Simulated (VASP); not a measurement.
Wanted: the native input for a VASP 6.6.1 run.

```yaml
Task: single point
Functional: PBE
Potentials_or_basis: VASP PAW PBE potentials, release 64 (Zn, Cu)
Cutoff: 520 eV
k_mesh: 16 × 16 × 16
Occupations: gaussian, width 0.15 eV
Spin: no spin polarisation
Dipole_correction: no
Further_INCAR_settings: ALGO = Fast; EDIFF = 1e-07; NBANDS = 18
```

The structure of ZnCu lies in POSCAR:

```
ZnCu
1.0
    3.1781862795     -0.5586582584     -0.5586582584
   -0.5586582584      3.1781862795     -0.5586582584
   -0.5586582584     -0.5586582584      3.1781862795
Zn Cu
1 1
Direct
    0.5000000000      0.5000000000      0.5000000000
    0.0000000000      0.0000000000      0.0000000000
```

These files were run (other wordings do the same):

INCAR

```
SYSTEM = ZnCu
  PREC = Accurate
  ENCUT = 520
  EDIFF = 1E-7
  ISMEAR = 0
  SIGMA = 0.15
  LREAL = .FALSE.
  LASPH = .TRUE.
  NELM = 80
  ALGO = Fast
  ISIF = 2
  LWAVE = .FALSE.
  LCHARG = .FALSE.
  GGA = PE
  NBANDS = 18
```

KPOINTS

```
Automatic mesh
0
G
  16 16 16
  0 0 0
```

Potentials or basis: VASP PAW PBE potentials, release 64 (Zn, Cu).

The run is started by

```console
$ cat potpaw_PBE.64/Zn/POTCAR potpaw_PBE.64/Cu/POTCAR > POTCAR
$ mpirun -np 1 vasp_std > vasp.out
```

Results of the run:

```
Pressure               : 81.8 GPa
Band gap on the k mesh : zero (an odd number of electrons rules out a gap without spin polarisation)
```

Caveat: the cell stands under pressure.

Run time: 3.6 min on 1 thread of Oxide Virtual Turin-like Processor, on a shared host, peak memory 0.29 GiB.
